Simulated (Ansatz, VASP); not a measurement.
# CdF2 in VASP and in Ansatz

File POSCAR:

```
CdF2
1.0
    0.0000000000      2.6940984906      2.6940984906
    2.6940984906      0.0000000000      2.6940984906
    2.6940984906      2.6940984906      0.0000000000
Cd F
1 2
Direct
    0.0000000000      0.0000000000      0.0000000000
    0.2500000000      0.2500000000      0.2500000000
    0.7500000000      0.7500000000      0.7500000000
```

Contents of INCAR.step1:

```
ALGO = Normal
EDIFF = 1E-5
ENCUT = 770
GGA = PE
GGA_COMPAT = False
ISMEAR = 0
LASPH = True
LCHARG = False
LREAL = False
LWAVE = True
NBANDS = 24
NELM = 120
PREC = Accurate
SIGMA = 0.05
```

File INCAR.step2:

```
ALGO = Normal
EDIFF = 1E-6
ENCUT = 770
GGA_COMPAT = False
ISIF = 2
ISMEAR = 0
ISTART = 1
IVDW = 12
LASPH = True
LCHARG = False
LMIXTAU = True
LREAL = False
LWAVE = False
METAGGA = R2SCAN
NBANDS = 24
NELM = 120
PREC = Accurate
SIGMA = 0.05
VDW_A1 = 0.49484001
VDW_A2 = 5.73083694
VDW_S6 = 1.0
VDW_S8 = 0.78981345
```

File KPOINTS:

```
k-points
0
Gamma
  8 8 8
```

Input for Ansatz:

```yaml
crystal:
  lattice:
    - [0.0, 2.6940984906, 2.6940984906]
    - [2.6940984906, 0.0, 2.6940984906]
    - [2.6940984906, 2.6940984906, 0.0]
  atoms:
    - { symbol: Cd, position: [0.0, 0.0, 0.0] }
    - { symbol: F, position: [0.25, 0.25, 0.25] }
    - { symbol: F, position: [0.75, 0.75, 0.75] }
basis:
  ecutwfc: "500 eV"
  ecutrho_ratio: 8
kpoints:
  mp_grid: { grid: [8, 8, 8] }
hamiltonian:
  xc: r2scan
  dispersion: d3bj
scf:
  occupations: { method: gaussian, width: 0.05 }
output:
  forces: true
  stress: true
  write_density: true
  write_potential: true
  elf: true
  volumetric_format: npy
```

Alike in both runs: task single point; functional r2SCAN; dispersion D3(BJ); k mesh 8 × 8 × 8; occupations gaussian, width 0.05 eV; no spin polarisation.

|  | VASP | Ansatz |
| --- | --- | --- |
| version | VASP 6.6.1 | Ansatz 0.2.0 |
| potentials or method | VASP PAW PBE potentials, release 64 (Cd_sv_GW, F), cutoff 770 eV | scalar-relativistic, plane waves, PAW |
| valence electrons in the cell | 34 | 34 |

```tsv
	VASP	Ansatz	Ansatz less VASP
gap on the k mesh at the Fermi level (eV)	3.79	3.79	+0.006
pressure (GPa)	-1.4	-1.0	+0.42
```

VASP's potentials were made for PBE, not for r2SCAN. Ansatz's warnings: dispersion damping borrowed.
